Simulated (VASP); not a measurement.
# Li (P2_1/m) in VASP: notebook

Li is run at these levels: PBE+D3(BJ); tasks: single point.

Program: VASP 6.6.1. These are calculated values, not measurements. Logs are shortened: lines on timing, memory, paths and dates and some standing lists are left out, and cuts for length are marked.

### Step 1. The cell of the first run

The structure is monoclinic, space group P2_1/m (No. 11). Conventional cell: a = 2.954 Å, b = 4.177 Å, c = 2.954 Å, α = 90.00°, β = 90.00°, γ = 90.00°. Li (site symmetry m) has 12 Li at 2.62 to 3.34 Å within 3.5 Å.

### Step 2. Single point, PBE+D3(BJ) (atoms displaced along several vibrational modes)

INCAR reads:

```
PREC = Accurate
ENCUT = 520
EDIFF = 1E-6
ISMEAR = 0
SIGMA = 0.15
LREAL = False
LASPH = True
NELM = 80
ALGO = Fast
ISIF = 2
LWAVE = False
LCHARG = False
GGA = PE
IVDW = 12
NBANDS = 10
```

KPOINTS reads:

```
regular mesh
0
Gamma
  16 16 12
```

POSCAR reads:

```
Li
1.0
    0.0000000000     -2.0886081792     -2.0886081792
    0.0000000000      2.0886081792     -2.0886081792
    4.1772163584      0.0000000000      0.0000000000
Li
2
Direct
    0.5813939166      0.4593030417      0.5000000000
   -0.0813939166      0.0406969583      0.0000000000
```

Potentials or basis: VASP PAW PBE potentials, release 64 (Li_sv).

Launch:

```bash
cat potpaw_PBE.64/Li_sv/POTCAR > POTCAR
mpirun -np 1 vasp_std > vasp.out
```

OUTCAR:

```text
PREC = Accurate
   ENCUT = 520
   EDIFF = 1E-6
   ISMEAR = 0
   LREAL = False
   LASPH = True
   NELM = 80
   ISIF = 2
   GGA = PE
   IVDW = 12
 IVDW          = 12

 ion  position               nearest neighbor table
   1  0.581  0.459  0.500-
   2  0.919  0.041  0.000-

  LATTYP: Found a simple tetragonal cell.
 ALAT       =     2.9537380135
 C/A-ratio  =     1.4142135624

  Lattice vectors:

 A1 = (   0.0000000000,  -2.0886081792,  -2.0886081792)
 A2 = (   0.0000000000,   2.0886081792,  -2.0886081792)
 A3 = (   4.1772163584,   0.0000000000,   0.0000000000)

Analysis of symmetry for initial positions (statically):
=====================================================================
 Subroutine PRICEL returns:
 Original cell was already a primitive cell.

 Routine SETGRP: Setting up the symmetry group for a
 simple tetragonal supercell.

 Subroutine GETGRP returns: Found  4 space group operations
 (whereof  2 operations were pure point group operations)
 out of a pool of 16 trial point group operations.

The static configuration has the point symmetry C_1h.
 The point group associated with its full space group is C_2h.

Analysis of symmetry for dynamics (positions and initial velocities):
=====================================================================
 Subroutine PRICEL returns:
 Original cell was already a primitive cell.

 Routine SETGRP: Setting up the symmetry group for a
 simple tetragonal supercell.

 Subroutine GETGRP returns: Found  4 space group operations
 (whereof  2 operations were pure point group operations)
 out of a pool of 16 trial point group operations.

The dynamic configuration has the point symmetry C_1h.
 The point group associated with its full space group is C_2h.

 Subroutine INISYM returns: Found  4 space group operations
 (whereof  2 operations are pure point group operations),
 and found     1 'primitive' translations

----------------------------------------------------------------------------------------

                                     Primitive cell

  volume of cell :      36.4444

  direct lattice vectors                    reciprocal lattice vectors
     0.000000000 -2.088608179 -2.088608179     0.000000000 -0.239393872 -0.239393872
     0.000000000  2.088608179 -2.088608179     0.000000000  0.239393872 -0.239393872
     4.177216358  0.000000000  0.000000000     0.239393872  0.000000000  0.000000000

  length of vectors
     2.953738014  2.953738014  4.177216358     0.338554061  0.338554061  0.239393872

  position of ions in fractional coordinates (direct lattice)
     0.581393917  0.459303042  0.500000000
     0.918606083  0.040696958  0.000000000

  ion indices of the primitive-cell ions
   primitive index   ion index
                 1           1
                 2           2

----------------------------------------------------------------------------------------

 KPOINTS: regular mesh

Automatic generation of k-mesh.
 Grid dimensions read from file:
 generate k-points for:   16   16   12

 Generating k-lattice:

  Cartesian coordinates                     Fractional coordinates (reciprocal lattice)
     0.000000000 -0.014962117 -0.014962117     0.062500000  0.000000000  0.000000000
     0.000000000  0.014962117 -0.014962117     0.000000000  0.062500000  0.000000000
     0.019949489  0.000000000  0.000000000     0.000000000  0.000000000  0.083333333

  Length of vectors
     0.021159629  0.021159629  0.019949489

  Shift w.r.t. Gamma in fractional coordinates (k-lattice)
     0.000000000  0.000000000  0.000000000

 Subroutine IBZKPT returns following result:
 ===========================================

 Found    910 irreducible k-points:

 Following reciprocal coordinates:
            Coordinates               Weight
  0.000000  0.000000  0.000000      1.000000
  0.062500  0.000000  0.000000      2.000000
  0.000000  0.062500  0.000000      2.000000
  0.125000  0.000000  0.000000      2.000000
  0.000000  0.125000  0.000000      2.000000
  0.187500  0.000000  0.000000      2.000000
[... 16 lines left out ...]
  0.062500  0.125000  0.000000      2.000000
  0.187500  0.062500  0.000000      2.000000
 [... further k-points ...]
   k-points           NKPTS =    910   k-points in BZ     NKDIM =    910   number of bands    NBANDS=     10
   number of dos      NEDOS =    301   number of ions     NIONS =      2
   total plane-waves  NPLWV =  18432
   dimension x,y,z NGX =    24 NGY =   24 NGZ =   32
   dimension x,y,z NGXF=    48 NGYF=   48 NGZF=   64
   ions per type =               2
   NGX,Y,Z   is equivalent  to a cutoff of  13.51, 13.51, 12.74 a.u.
   NGXF,Y,Z  is equivalent  to a cutoff of  27.02, 27.02, 25.47 a.u.
 SYSTEM =  unknown system
   PREC   = accura    normal or accurate (medium, high low for compatibility)
   ISTART =      0    job   : 0-new  1-cont  2-samecut
   ICHARG =      2    charge: 1-file 2-atom 10-const
   ISPIN  =      1    spin polarized calculation?
   LNONCOLLINEAR =      F non collinear calculations
   LSORBIT =      F    spin-orbit coupling
   LASPH  =      T    aspherical Exc in radial PAW
   ENCUT  =  520.0 eV  38.22 Ry    6.18 a.u.   5.49  5.49  7.77*2*pi/ulx,y,z
   NELM   =     80;   NELMIN=  2; NELMDL= -5     # of ELM steps
   EDIFF  = 0.1E-05   stopping-criterion for ELM
   LREAL  =      F    real-space projection
   EDIFFG = 0.1E-04   stopping-criterion for IOM
   NSW    =      0    number of steps for IOM
   IBRION =     -1    ionic relax: 0-MD 1-quasi-New 2-CG
   NFREE  =      0    steps in history (QN), initial steepest desc. (CG)
   ISIF   =      2    stress and relaxation
   ISYM   =      2    0-nonsym 1-usesym 2-fastsym
   POTIM  = 0.5000    time-step for ionic-motion
   TEBEG  =    0.0;   TEEND  =   0.0 temperature during run
   PSTRESS=    0.0 pullay stress
   NELECT =       6.0000    total number of electrons
   NUPDOWN=      -1.0000    fix difference up-down
   EMIN   =  10.00;   EMAX   =-10.00  energy-range for DOS
   EFERMI =   0.00;   METHOD = LEGACY
   ISMEAR =     0;   SIGMA  =   0.15  broadening in eV -4-tet -1-fermi 0-gaus
   EFERMI_NEDOS =   21; number of points for ismear=-14 and -15
   IALGO  =     68    algorithm
   IMIX   =      4    mixing-type and parameters
     AMIX     =   0.40;   BMIX     =  1.00
     AMIX_MAG =   1.60;   BMIX_MAG =  1.00
  volume/ion in A,a.u.               =      18.22       122.97
  Fermi-wavevector in a.u.,A,eV,Ry     =   0.897253  1.695562 10.953548  0.805063
  Thomas-Fermi vector in A             =   2.019814
   LORBIT       =      0    0 simple, 1 ext, 2 COOP (PROOUT), +10 PAW based schemes
   GGA     = PE    functional components
   LHFCALC =     F    Hartree Fock is set to
   AEXX    =    0.0000 exact exchange contribution
   IVDW    =    12    specifies the selected vdW correction
   LEPSILON=     F    determine dielectric tensor
   LRPA    =     F    only Hartree local field effects (RPA)
 non-spin polarized calculation
 RMM-DIIS sequential band-by-band and
 Gauss-broadening in eV      SIGMA  =   0.15
  energy-cutoff  :      520.00
  volume of cell :       36.44
 maximum number of plane-waves:      1008
 NGX is ok and might be reduce to    24
   NGX = 11   NGY = 11   NGZ = 15

 number of electron       5.9999988 magnetization

 Free energy of the ion-electron system (eV)
  ---------------------------------------------------
  ext. energy  EPLUGINS =         0.00000000
  ---------------------------------------------------
  free energy    TOTEN  =        -3.68354688 eV

  energy without entropy =       -3.67307090  energy(sigma->0) =       -3.67830889

 E-fermi :   0.9635     XC(G=0):  -7.3076

 val. band max:        0.9627196690   @ k =   0.0000   0.4375   0.4167
 cond. band min:       0.9642461304   @ k =   0.1875   0.3125  -0.4167
 fundamental gap:      0.0015264614
 Fermi energy:         0.9634676116

 k-point     1 :       0.0000    0.0000    0.0000
  band No.  band energies     occupation
      1     -45.5280      2.00000
      2     -45.4782      2.00000
      3      -2.7451      2.00000
      4       2.4622      0.00000
      5       6.0734      0.00000
      6      10.0570      0.00000
      7      10.5067      0.00000
      8      11.6429      0.00000
      9      14.3222      0.00000
     10      16.8903      0.00000

 k-point     2 :       0.0625    0.0000    0.0000
  band No.  band energies     occupation
      1     -45.5275      2.00000
      2     -45.4782      2.00000
      3      -2.6971      2.00000
      4       2.5269      0.00000
      5       6.0417      0.00000
      6       9.5204      0.00000
      7      10.1234      0.00000
      8      12.6999      0.00000
      9      14.2229      0.00000
     10      16.2812      0.00000

 k-point     3 :       0.0000    0.0625    0.0000
  band No.  band energies     occupation
      1     -45.5273      2.00000
      2     -45.4783      2.00000
      3      -2.6973      2.00000
      4       2.5281      0.00000
      5       6.0201      0.00000
      6       9.3549      0.00000
      7      10.5585      0.00000
      8      12.2512      0.00000
      9      14.5010      0.00000
     10      16.2147      0.00000

 k-point     4 :       0.1250    0.0000    0.0000
  band No.  band energies     occupation
      1     -45.5258      2.00000
      2     -45.4778      2.00000
      3      -2.5527      2.00000
      4       2.7208      0.00000
      5       5.8594      0.00000
      6       8.4066      0.00000
      7      10.2978      0.00000
      8      13.8885      0.00000
      9      14.0158      0.00000
     10      15.0635      0.00000
[... 222 lines left out ...]
 k-point    22 :      -0.1250    0.0625    0.0000
  band No.  band energies     occupation
      1     -45.5251      2.00000
      2     -45.4779      2.00000
      3      -2.5041      2.00000
      4       2.7868      0.00000
      5       5.8781      0.00000
      6       8.0206      0.00000
      7      10.3278      0.00000
      8      13.9733      0.00000
      9      14.5175      0.00000
     10      14.9674      0.00000

 k-point    23 :       0.0625    0.1250    0.0000
  band No.  band energies     occupation
      1     -45.5246      2.00000
      2     -45.4783      2.00000
      3      -2.5052      2.00000
      4       2.7899      0.00000
      5       5.8007      0.00000
      6       8.1934      0.00000
      7      10.3107      0.00000
      8      13.4423      0.00000
      9      14.5772      0.00000
     10      14.9330      0.00000

 k-point    24 :       0.1875    0.0625    0.0000
  band No.  band energies     occupation
      1     -45.5225      2.00000
      2     -45.4773      2.00000
      3      -2.2639      2.00000
      4       3.1078      0.00000
      5       5.3475      0.00000
      6       7.6126      0.00000
      7      10.2342      0.00000
      8      13.5191      0.00000
      9      13.6089      0.00000
     10      15.1859      0.00000

 [... further k-points ...]

------------------------ aborting loop because EDIFF is reached ----------------------------------------

 Edisp (eV)   -0.37742

 E8    (eV) :    -0.1573

  FORCE on cell =-STRESS in cart. coord.  units (eV):
  Direction    XX          YY          ZZ          XY          YZ          ZX
  --------------------------------------------------------------------------------------
  -------------------------------------------------------------------------------------
  Total       0.49672    -0.12952    -0.27218     0.00000    -0.31341     0.00000
  in kB      21.83702    -5.69411   -11.96584     0.00000   -13.77838     0.00000
  external pressure =        1.39 kB  Pullay stress =        0.00 kB

 VOLUME and BASIS-vectors are now :
 -----------------------------------------------------------------------------
  energy-cutoff  :      520.00
  volume of cell :       36.44
      direct lattice vectors                 reciprocal lattice vectors
     0.000000000 -2.088608179 -2.088608179     0.000000000 -0.239393872 -0.239393872
     0.000000000  2.088608179 -2.088608179     0.000000000  0.239393872 -0.239393872
     4.177216358  0.000000000  0.000000000     0.239393872  0.000000000  0.000000000

 POSITION                                       TOTAL-FORCE (eV/Angst)
 -----------------------------------------------------------------------------------
      2.08861     -0.25500     -2.17361         0.000000      0.390875      0.082061
      0.00000     -1.83361     -2.00361         0.000000     -0.390875     -0.082061
 -----------------------------------------------------------------------------------
    total drift:                               -0.000000      0.000000      0.000000

  FREE ENERGIE OF THE ION-ELECTRON SYSTEM (eV)
  ---------------------------------------------------
  free  energy   TOTEN  =        -4.0609627878 eV

  energy  without entropy=       -4.0504868009  energy(sigma->0) =       -4.05572479
```

It took 87 s on 1 thread of Intel Xeon 6975P-C (Granite Rapids), shared host; peak memory 0.34 GiB.

What came out:

```yaml
Free_energy: -4.0610 eV
Largest_force: 0.399 eV/Å
Band_gap_on_the_k_mesh: zero (bands 3 and 4 overlap by 5.38 eV)
Dispersion_energy_per_atom: -0.189 eV
```

Forces in eV/Å, atoms in the order of the input:
```
Li   0.000  0.391  0.082
Li   0.000 -0.391 -0.082
```

Levels at points of the mesh, in eV from the Fermi level:
```tsv
k point	band 1	band 2	band 3	band 4	band 5	band 6
(0.00, 0.00, 0.00)	-46.49	-46.44	-3.71	1.50	5.11	9.09
(0.50, 0.00, 0.00)	-46.48	-46.44	-1.03	-0.01	4.86	6.77
(0.00, 0.50, 0.00)	-46.47	-46.45	-0.85	-0.32	5.25	6.25
(0.50, 0.50, 0.00)	-46.46	-46.44	1.60	1.88	4.21	4.99
(0.00, 0.00, 0.50)	-46.47	-46.47	-2.15	-2.15	10.71	10.71
(0.50, 0.00, 0.50)	-46.46	-46.46	0.02	0.02	3.01	3.01
(0.00, 0.50, 0.50)	-46.46	-46.46	-0.11	-0.11	3.23	3.23
(0.50, 0.50, 0.50)	-46.45	-46.45	3.23	3.23	3.73	3.73
```

Caveat: the cell differs from its parent crystal (atoms displaced along several vibrational modes); the cutoff is under 1.25 times the usual one of these potentials, so pressure, stress and relaxed cells hold a basis-set (Pulay) error.

(Part 1 of 2 ends here.)
